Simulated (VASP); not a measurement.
Runs of VASP 6.6.1 on ZnSe. The structure is that of space group F-43m (No. 216), or close to it. The cells are those of the table. 

| task | level | potentials or basis | cell | k mesh | cutoff (eV) | smearing | k mesh for the DOS | occupations for the DOS | gap on the mesh (eV) | pressure (GPa) |
| --- | --- | --- | --- | --- | --- | --- | --- | --- | --- | --- |
| single point | PBE | VASP PAW PBE potentials, release 64 (Zn, Se) | a = 4.093 Å, angles 60.0°, 2 atoms | 8 × 8 × 8 | 500 | tetrahedron | - | - | 1.04 | -1.4 |
| single point | PBE | VASP PAW PBE potentials, release 64 (Zn, Se) | a = 4.053 Å, angles 60.0°, 2 atoms | 8 × 8 × 8 | 520 | gaussian 0.02 eV | - | - | 1.16 | 0.2 |
| single point | PBE | VASP PAW PBE potentials, release 64 (Zn, Se) | a = 4.054 Å, angles 60.0°, 2 atoms | 8 × 8 × 8 | 500 | gaussian 0.01 eV | - | - | 1.15 | 0.2 |
| single point | PBE | VASP PAW PBE potentials, release 64 (Zn, Se) | a = 4.008 Å, angles 60.0°, 2 atoms | 6 × 6 × 6 | 520 | gaussian 0.1 eV | - | - | (a) | (b) |
| single point | PBE | VASP PAW PBE potentials, release 64 (Zn, Se) | a = 3.884 Å, angles 60.0°, 2 atoms | 8 × 8 × 8 | 520 | gaussian 0.02 eV | - | - | 1.68 | 10.1 |
| single point | LDA | VASP PAW LDA potentials, release 64 (Zn, Se) | a = 4.053 Å, angles 60.0°, 2 atoms | 8 × 8 × 8 | 520 | gaussian 0.02 eV | - | - | 0.93 | -4.9 |
| relaxation of cell and atoms | PBE | VASP PAW PBE potentials, release 64 (Zn, Se) | relaxed from a = 4.008 Å, angles 60.0°, 2 atoms | 8 × 8 × 8 | 600 | gaussian 0.02 eV | - | - | 1.13 | -0.1 |
| single point | PBE | VASP PAW PBE potentials, release 64 (Zn, Se) | a = 4.053 Å, angles 60.0°, 2 atoms | 8 × 8 × 8 | 500 | gaussian 0.02 eV | - | - | 1.16 | 0.2 |
| single point | PBE | VASP PAW PBE potentials, release 64 (Zn, Se) | a = 3.928 Å, angles 60.0°, 2 atoms | 8 × 8 × 8 | 520 | gaussian 0.02 eV | - | - | 1.54 | (c) |
| single point | PBE | VASP PAW PBE potentials, release 64 (Zn, Se) | a = 4.093 Å, angles 60.0°, 2 atoms | 8 × 8 × 8 | 520 | gaussian 0.02 eV | - | - | 1.04 | -1.4 |
| single point | LDA | VASP PAW LDA potentials, release 64 (Zn, Se) | a = 4.053 Å, angles 60.0°, 2 atoms | 8 × 8 × 8 | 500 | gaussian 0.02 eV | - | - | 0.93 | -4.9 |

Alike in all rows: no spin polarisation.

Problem. Estimate the missing entries.

Solution. (a) 1.29; (b) 2.4; (c) 7.0.

A k mesh can miss the band edges, and the runs leave out spin-orbit coupling on Se.
